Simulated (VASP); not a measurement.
Runs of VASP 6.6.1 on BaTiO3. The structure is that of space group Pm-3m (No. 221), or close to it. The cells are those of the table. 

```tsv
potentials or basis	cell	k mesh	cutoff (eV)	second run	gap on the mesh (eV)	pressure (GPa)	largest force (eV/Å)
VASP PAW PBE potentials, release 64 (Ba_sv, Ti_sv, O)	a = 3.934 Å, 5 atoms	6 × 6 × 6	520	-	1.98	14.8	0.03
VASP PAW PBE potentials, release 64 (Ba_sv, Ti_sv, O)	a = 3.977 Å, angles 89.9°, 5 atoms	6 × 6 × 6	520	-	2.19	9.3	(b)
VASP PAW PBE potentials, release 64 (Ba_sv, Ti_sv, O_h)	a = 4.019 Å, angles 89.8°, 5 atoms	6 × 6 × 6	910	hard_potentials	2.40	4.6	0.04
VASP PAW PBE potentials, release 64 (Ba_sv, Ti_sv, O_h)	a = 3.977 Å, angles 89.9°, 5 atoms	6 × 6 × 6	910	hard_potentials	2.19	8.9	0.03
VASP PAW PBE potentials, release 64 (Ba_sv, Ti_sv, O)	a = 4.004 Å, angles 89.8°, 5 atoms	9 × 9 × 9	520	-	2.42	6.8	0.21
VASP PAW PBE potentials, release 64 (Ba_sv, Ti_sv, O)	a = 4.019 Å, angles 89.8°, 5 atoms	6 × 6 × 6	520	-	2.39	(a)	0.07
VASP PAW PBE potentials, release 64 (Ba_sv, Ti_sv, O)	a = 4.004 Å, angles 89.8°, 5 atoms	6 × 6 × 6	520	-	2.38	6.8	0.21
VASP PAW PBE potentials, release 64 (Ba_sv, Ti_sv, O)	a = 3.891 Å, 5 atoms	6 × 6 × 6	520	-	1.91	22.3	-
VASP PAW PBE potentials, release 64 (Ba_sv, Ti_sv, O_h)	a = 3.891 Å, 5 atoms	6 × 6 × 6	910	hard_potentials	1.91	21.9	-
```

Alike in all rows: task single point; level PBE; no spin polarisation; smearing gaussian 0.02 eV.

Problem. Fill in the values left out.

Solution. (a) 4.9; (b) 0.05.

Caveats: spin-orbit coupling is left out, which moves the levels of the heavy elements; the cutoff is under 1.25 times the usual one of these potentials, so pressure, stress and relaxed cells hold a basis-set (Pulay) error (some runs).

A k mesh can miss the band edges, and the runs leave out spin-orbit coupling on Ba.
